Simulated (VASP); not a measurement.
# ZnS (P6_3mc) in VASP: a series of runs, part 2 of 2

VASP 6.6.1. The steps go on from the part before.

## 5. Single point, PBE (volume 19.090 Å^3 an atom, c/a of the conventional cell 3.9262)

INCAR

```
SYSTEM = ZnS
PREC = Accurate ; ENCUT = 520
EDIFF = 1E-7 ; ISMEAR = 0
SIGMA = 0.05 ; LREAL = .FALSE.
LASPH = .TRUE. ; NELM = 80
ALGO = Normal ; ISIF = 2
LWAVE = .FALSE. ; LCHARG = .FALSE.
GGA = PE ; NBANDS = 46
```

KPOINTS

```
Automatic mesh
0
G
  9 9 4
  0 0 0
```

POSCAR

```
ZnS
1.0
    3.5546563534      0.0000000000      0.0000000000
   -1.7773281767      3.0784227038      0.0000000000
    0.0000000000      0.0000000000     13.9562917749
Zn S
4 4
Direct
    0.0000000000      0.0000000000      0.0000492057
    0.0000000000      0.0000000000      0.5000492057
    0.3333333333      0.6666666667      0.2500242903
    0.6666666667      0.3333333333      0.7500242903
    0.0000000000      0.0000000000      0.1872905901
    0.0000000000      0.0000000000      0.6872905901
    0.3333333333      0.6666666667      0.4376359138
    0.6666666667      0.3333333333      0.9376359138
```

Potentials or basis: VASP PAW PBE potentials, release 64 (Zn, S).

Command:

```console
cat potpaw_PBE.64/Zn/POTCAR potpaw_PBE.64/S/POTCAR > POTCAR
mpirun -np 1 vasp_std > vasp.out
```

OUTCAR:

```text
SYSTEM = ZnS
   PREC = Accurate
   ENCUT = 520
   EDIFF = 1E-7
   ISMEAR = 0
   LREAL = .FALSE.
   LASPH = .TRUE.
   NELM = 80
   ISIF = 2
   GGA = PE

 ion  position               nearest neighbor table
   1  0.000  0.000  0.000-   8 2.23   8 2.23   8 2.23   5 2.61
   2  0.000  0.000  0.500-   7 2.23   7 2.23   7 2.23   6 2.61
   3  0.333  0.667  0.250-   5 2.23   5 2.23   5 2.23   7 2.62
   4  0.667  0.333  0.750-   6 2.23   6 2.23   6 2.23   8 2.62
   5  0.000  0.000  0.187-   3 2.23   3 2.23   3 2.23   1 2.61
   6  0.000  0.000  0.687-   4 2.23   4 2.23   4 2.23   2 2.61
   7  0.333  0.667  0.438-   2 2.23   2 2.23   2 2.23   3 2.62
[... 1392 lines left out ...]
  Total       15.1510716     15.1510716     -6.5268516      0.0000000     -0.0000000      0.0000000
  in kB      158.9490796    158.9490796    -68.4728498      0.0000000     -0.0000000      0.0000000
  external PRESSURE =      83.1417698 kB  Pullay stress =       0.0000000 kB

 VOLUME and BASIS-vectors are now :
 -----------------------------------------------------------------------------
  energy-cutoff  :      520.00
  volume of cell :      152.72
      direct lattice vectors                 reciprocal lattice vectors
     3.554656353  0.000000000  0.000000000     0.281321146  0.162420840  0.000000000
    -1.777328177  3.078422704  0.000000000     0.000000000  0.324841679  0.000000000
     0.000000000  0.000000000 13.956291775     0.000000000  0.000000000  0.071652271

 POSITION                                       TOTAL-FORCE (eV/Angst)
 -----------------------------------------------------------------------------------
      0.00000      0.00000      0.00069        -0.000000     -0.000000      0.783101
      0.00000      0.00000      6.97883         0.000000      0.000000      0.783101
     -0.00000      2.05228      3.48941        -0.000000     -0.000000      0.758551
      1.77733      1.02614     10.46756         0.000000      0.000000      0.758551
      0.00000      0.00000      2.61388         0.000000     -0.000000     -0.758270
      0.00000      0.00000      9.59203        -0.000000      0.000000     -0.758270
     -0.00000      2.05228      6.10777         0.000000      0.000000     -0.783382
      1.77733      1.02614     13.08592         0.000000     -0.000000     -0.783382
 -----------------------------------------------------------------------------------
    total drift:                               -0.000000     -0.000001      0.000406

  FREE ENERGIE OF THE ION-ELECTRON SYSTEM (eV)
  ---------------------------------------------------
  free  energy   TOTEN  =       -25.8552746788 eV

  energy  without entropy=      -25.8552746788  energy(sigma->0) =      -25.85527468
```

It took 15 min on 1 thread of AMD EPYC 7R13, shared host; peak memory 0.35 GiB.

What came out:

- Free energy: -25.8553 eV
- Pressure: 8.3 GPa
- Largest force: 0.783 eV/Å
- Band gap on the k mesh: 1.32 eV, direct

Forces in eV/Å, atoms in the order of the input:
```
Zn   0.000  0.000  0.783
Zn   0.000  0.000  0.783
Zn   0.000  0.000  0.759
Zn   0.000  0.000  0.759
S    0.000  0.000 -0.758
S    0.000  0.000 -0.758
S    0.000  0.000 -0.783
S    0.000  0.000 -0.783
```

Levels at points of the mesh, in eV from the valence-band top:
| k point | band 33 | band 34 | band 35 | band 36 | band 37 | band 38 | band 39 | band 40 |
| --- | --- | --- | --- | --- | --- | --- | --- | --- |
| (0.00, 0.00, 0.00) | -0.25 | -0.25 | 0.00 | 0.00 | 1.32 | 3.92 | 3.98 | 4.25 |
| (0.00, 0.00, 0.50) | -0.08 | -0.08 | -0.08 | -0.08 | 2.50 | 2.50 | 4.26 | 4.26 |

 A k mesh can miss the band edges.

## 6. Single point, PBE (volume 20.703 Å^3 an atom, c/a of the conventional cell 3.4776)

INCAR

```
  PREC = Accurate
  ENCUT = 520
  EDIFF = 1E-7
  ISMEAR = 0
  SIGMA = 0.05
  LREAL = F
  LASPH = T
  NELM = 100
  ALGO = Normal
  ISIF = 2
  LWAVE = F
  LCHARG = F
  GGA = PE
  NBANDS = 46
```

KPOINTS

```
Automatic mesh
0
Gamma
  9 9 4
```

Changes to POSCAR since step 5:

```diff
@@ -2,5 +2,5 @@
 1.0
-    3.5546563534      0.0000000000      0.0000000000
-   -1.7773281767      3.0784227038      0.0000000000
-    0.0000000000      0.0000000000     13.9562917749
+    3.8028074560      0.0000000000      0.0000000000
+   -1.9014037280      3.2933278627      0.0000000000
+    0.0000000000      0.0000000000     13.2246432091
 Zn S
```

Potentials or basis: VASP PAW PBE potentials, release 64 (Zn, S).

Command:

```console
cat potpaw_PBE.64/Zn/POTCAR potpaw_PBE.64/S/POTCAR > POTCAR
mpirun -np 1 vasp_std > vasp.out
```

OUTCAR:

```text
PREC = Accurate
   ENCUT = 520
   EDIFF = 1E-7
   ISMEAR = 0
   LREAL = F
   LASPH = T
   NELM = 100
   ISIF = 2
   GGA = PE

 ion  position               nearest neighbor table
   1  0.000  0.000  0.000-   8 2.35   8 2.35   8 2.35   5 2.48
   2  0.000  0.000  0.500-   7 2.35   7 2.35   7 2.35   6 2.48
   3  0.333  0.667  0.250-   5 2.35   5 2.35   5 2.35   7 2.48
   4  0.667  0.333  0.750-   6 2.35   6 2.35   6 2.35   8 2.48
   5  0.000  0.000  0.187-   3 2.35   3 2.35   3 2.35   1 2.48
   6  0.000  0.000  0.687-   4 2.35   4 2.35   4 2.35   2 2.48
   7  0.333  0.667  0.438-   2 2.35   2 2.35   2 2.35   3 2.48
   8  0.667  0.333  0.938-   1 2.35   1 2.35   1 2.35   4 2.48

  LATTYP: Found a hexagonal cell.
 ALAT       =     3.8028074560
 C/A-ratio  =     3.4776000000

  Lattice vectors:

 A1 = (   3.8028074560,   0.0000000000,   0.0000000000)
 A2 = (  -1.9014037280,   3.2933278627,   0.0000000000)
 A3 = (   0.0000000000,   0.0000000000,  13.2246432091)

Analysis of symmetry for initial positions (statically):
=====================================================================
[... 186 lines left out ...]
 E-fermi :   1.9857     XC(G=0):  -9.4018

 val. band max:        1.7557022082   @ k =   0.0000   0.0000   0.0000
 cond. band min:       3.5568912105   @ k =   0.0000   0.0000   0.0000
 fundamental gap:      1.8011890022
 Fermi energy:         1.9857262589

 k-point     1 :       0.0000    0.0000    0.0000
  band No.  band energies     occupation
      1     -11.1580      2.00000
      2     -10.8278      2.00000
      3     -10.8246      2.00000
      4     -10.4403      2.00000
      5      -4.5051      2.00000
      6      -4.5051      2.00000
[... 1165 lines left out ...]
     45       9.2388      0.00000
     46       9.3977      0.00000

 [... further k-points ...]
[... 5 lines left out ...]
  --------------------------------------------------------------------------------------
  -------------------------------------------------------------------------------------
  Total        1.0345464      1.0345464     -5.7737837      0.0000000     -0.0000000      0.0000000
  in kB       10.0077692     10.0077692    -55.8531699      0.0000000     -0.0000000      0.0000000
  external PRESSURE =     -11.9458772 kB  Pullay stress =       0.0000000 kB

 VOLUME and BASIS-vectors are now :
 -----------------------------------------------------------------------------
  energy-cutoff  :      520.00
  volume of cell :      165.62
      direct lattice vectors                 reciprocal lattice vectors
     3.802807456  0.000000000  0.000000000     0.262963616  0.151822115  0.000000000
    -1.901403728  3.293327863  0.000000000     0.000000000  0.303644229  0.000000000
     0.000000000  0.000000000 13.224643209     0.000000000  0.000000000  0.075616407

 POSITION                                       TOTAL-FORCE (eV/Angst)
 -----------------------------------------------------------------------------------
      0.00000      0.00000      0.00065        -0.000000     -0.000000      0.209142
      0.00000      0.00000      6.61297        -0.000000     -0.000000      0.209142
     -0.00000      2.19555      3.30648         0.000000     -0.000000      0.200305
      1.90140      1.09778      9.91880        -0.000000      0.000000      0.200305
      0.00000      0.00000      2.47685         0.000000      0.000000     -0.200198
      0.00000      0.00000      9.08917        -0.000000     -0.000000     -0.200198
     -0.00000      2.19555      5.78758        -0.000000     -0.000000     -0.209249
      1.90140      1.09778     12.39990        -0.000000      0.000000     -0.209249
 -----------------------------------------------------------------------------------
    total drift:                               -0.000001     -0.000002     -0.001500

  FREE ENERGIE OF THE ION-ELECTRON SYSTEM (eV)
  ---------------------------------------------------
  free  energy   TOTEN  =       -27.2389863704 eV

  energy  without entropy=      -27.2389863704  energy(sigma->0) =      -27.23898637
```

OSZICAR:

```text
N       E                     dE             d eps       ncg     rms          rms(c)
DAV:   1     0.586297671088E+03    0.58630E+03   -0.33290E+04  3312   0.187E+03
DAV:   2     0.500731263710E+02   -0.53622E+03   -0.51508E+03  3328   0.432E+02
DAV:   3    -0.252774244590E+02   -0.75351E+02   -0.74277E+02  3624   0.150E+02
DAV:   4    -0.289264587895E+02   -0.36490E+01   -0.36312E+01  4096   0.332E+01
DAV:   5    -0.289839998114E+02   -0.57541E-01   -0.57510E-01  3930   0.420E+00    0.129E+01
DAV:   6    -0.272035283755E+02    0.17805E+01   -0.36209E+00  5110   0.407E+01    0.100E+01
DAV:   7    -0.272975616099E+02   -0.94033E-01   -0.41618E+00  3716   0.803E+00    0.393E+00
DAV:   8    -0.272372153215E+02    0.60346E-01   -0.28521E-01  4212   0.477E+00    0.112E+00
DAV:   9    -0.272381318415E+02   -0.91652E-03   -0.59416E-02  4296   0.274E+00    0.368E-01
DAV:  10    -0.272384507974E+02   -0.31896E-03   -0.36799E-03  3910   0.881E-01    0.192E-01
DAV:  11    -0.272388776584E+02   -0.42686E-03   -0.82700E-04  3946   0.433E-01    0.815E-02
DAV:  12    -0.272389774225E+02   -0.99764E-04   -0.33386E-04  3770   0.336E-01    0.311E-02
DAV:  13    -0.272389796564E+02   -0.22339E-05   -0.53917E-05  4002   0.604E-02    0.185E-02
DAV:  14    -0.272389847502E+02   -0.50939E-05   -0.84599E-06  3696   0.277E-02    0.719E-03
DAV:  15    -0.272389861472E+02   -0.13970E-05   -0.23326E-06  3694   0.200E-02    0.267E-03
DAV:  16    -0.272389863463E+02   -0.19913E-06   -0.90632E-07  3896   0.141E-02    0.213E-03
DAV:  17    -0.272389863704E+02   -0.24113E-07   -0.16896E-07  2562   0.791E-03
   1 F= -.27238986E+02 E0= -.27238986E+02  d E =-.112986E-12
```

It took 9.9 min on 1 thread of AMD EPYC 7R13, shared host; peak memory 0.35 GiB.

Results:

```yaml
Free_energy: -27.2390 eV
Pressure: -1.2 GPa
Largest_force: 0.209 eV/Å
Band_gap_on_the_k_mesh: 1.80 eV, direct
```

Forces in eV/Å, atoms in the order of the input:
```
Zn   0.000  0.000  0.209
Zn   0.000  0.000  0.209
Zn   0.000  0.000  0.200
Zn   0.000  0.000  0.200
S    0.000  0.000 -0.200
S    0.000  0.000 -0.200
S    0.000  0.000 -0.209
S    0.000  0.000 -0.209
```

 A k mesh can miss the band edges.

## 7. Overview

| cell | gap on the mesh (eV) | pressure (GPa) | largest force (eV/Å) |
| --- | --- | --- | --- |
| a = 3.714, b = 3.714, c = 14.583 Å, angles 90.0, 90.0, 120.0°, 8 atoms | 1.14 | -1.7 | 0.02 |
| a = 3.741, b = 3.741, c = 12.244 Å, angles 90.0, 90.0, 120.0°, 8 atoms | 2.43 | 7.2 | 0.02 |
| a = 4.013, b = 4.013, c = 10.949 Å, angles 90.0, 90.0, 120.0°, 8 atoms | 1.98 | 9.8 | 2.80 |
| a = 3.555, b = 3.555, c = 13.956 Å, angles 90.0, 90.0, 120.0°, 8 atoms | 1.32 | 8.3 | 0.78 |
| a = 3.803, b = 3.803, c = 13.225 Å, angles 90.0, 90.0, 120.0°, 8 atoms | 1.80 | -1.2 | 0.21 |

Alike in all rows: task single point; level PBE; potentials or basis VASP PAW PBE potentials, release 64 (Zn, S); no spin polarisation; k mesh 9 × 9 × 4; cutoff (eV) 520; smearing gaussian 0.05 eV.

Caveats: forces of over 1 eV/Å act on the atoms, so gaps and moduli don't describe the material at rest (some runs).

Absolute energies hang on the potentials; compare differences alone.
